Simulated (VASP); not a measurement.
# HgTe: single point with LDA

The system is HgTe.

```
Hg Te
1.0
     2.97243   -3.44366    0.00000
     2.97243    3.44366    0.00000
     0.00000    0.00000    5.75924
Hg Te
2 2
Direct
  0.65695 0.34305 0.25000
  0.34305 0.65695 0.75000
  0.21519 0.78481 0.25000
  0.78481 0.21519 0.75000
```

```
Program                : VASP 6.6.1
Task                   : single point
Functional             : LDA
Potentials or basis    : VASP PAW LDA potentials, release 64 (Hg, Te)
Cutoff                 : 520 eV
k mesh                 : 6 × 6 × 5
Occupations            : fermi-dirac, width 0.05 eV
Spin                   : no spin polarisation
Dipole correction      : no
Further INCAR settings : ALGO = Normal; EDIFF = 1e-06; NBANDS = 26
```

```
Pressure               : -4.0 GPa
Largest force          : 0.208 eV/Å
Band gap on the k mesh : zero (band 18 reaches 4.25 eV, above the bottom of band 19 at 2.12 eV)
```

Forces on the atoms (eV/Å):
```
Hg   0.000 -0.009  0.000
Hg   0.000  0.009  0.000
Te   0.000 -0.208  0.000
Te   0.000  0.208  0.000
```

Stress tensor (GPa, compression positive):
```
-4.22  0.00  0.00
 0.00 -3.56  0.00
 0.00  0.00 -4.26
```

Levels at points of the mesh, in eV from the Fermi level:
| k point | band 16 | band 17 | band 18 | band 19 | band 20 | band 21 |
| --- | --- | --- | --- | --- | --- | --- |
| (0.00, 0.00, 0.00) | -2.49 | -0.95 | -0.39 | -0.32 | -0.01 | 4.14 |
| (0.50, 0.00, 0.00) | -1.87 | -0.75 | -0.46 | 1.50 | 2.55 | 2.98 |
| (0.50, 0.50, 0.00) | -1.90 | -1.77 | -1.74 | -1.70 | -1.37 | 3.28 |

Run time: 53 s on 1 thread of Intel(R) Xeon(R) 6975P-C (Granite Rapids), on a shared host, peak memory 0.25 GiB.

Caveat: spin-orbit coupling is left out, which moves the levels of the heavy elements.
